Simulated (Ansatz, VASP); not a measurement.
## One calculation of As, two programs

The input INCAR:

```
PREC = Accurate
ENCUT = 520
EDIFF = 1E-7
ISMEAR = -1
SIGMA = 0.1
LREAL = F
LASPH = T
NELM = 80
ALGO = Normal
ISIF = 2
LWAVE = F
LCHARG = F
GGA = RP
NBANDS = 12
```

Contents of KPOINTS:

```
regular mesh
0
Gamma
  10 10 10
```

Contents of POSCAR:

```
As
1.0
    0.0000000000      3.0917923307      3.0917923307
    3.0917923307      0.0000000000      3.0917923307
    3.0917923307      3.0917923307      0.0000000000
As
2
Direct
    0.1250000000      0.1250000000      0.1250000000
    0.8750000000      0.8750000000      0.8750000000
```

Input for Ansatz:

```yaml
crystal:
  lattice:
    - [0.0, 3.0917923307, 3.0917923307]
    - [3.0917923307, 0.0, 3.0917923307]
    - [3.0917923307, 3.0917923307, 0.0]
  atoms:
    - { symbol: As, position: [0.125, 0.125, 0.125] }
    - { symbol: As, position: [0.875, 0.875, 0.875] }
hamiltonian:
  xc: rpbe
  pseudopotentials:
    kind: paw
    azcp:
      As: "pseudopotentials/As.paw.azcp"
basis:
  ecutwfc: 420
  fft_grid_basis: typed
kpoints:
  mp_grid: { grid: [10, 10, 10], shift: [0, 0, 0] }
magnetization:
  spin_polarized: false
scf:
  occupations: { method: fermi_dirac, width: 0.1 }
  lower_state_search: "off"
output:
  stress: true
```

Alike in both runs: task single point; functional RPBE; k mesh 10 × 10 × 10; occupations fermi-dirac, width 0.1 eV; no spin polarisation.

|  | VASP | Ansatz |
| --- | --- | --- |
| version | VASP 6.6.1 | Ansatz 0.2.0 |
| potentials or method | VASP PAW PBE potentials, release 64 (As), cutoff 520 eV | plane waves (420 eV) with PAW, scalar-relativistic |
| valence electrons in the cell | 10 | 30 |

VASP gave:

```
pressure (GPa) : -0.1
```

Question: What did Ansatz give for the same quantities?

Answer: Pressure (GPa): -0.2.

VASP's potentials were made for PBE, not for RPBE. VASP's potentials hold 10 valence electrons a cell and Ansatz's 30, so a difference there can come from the potentials and not from the codes.
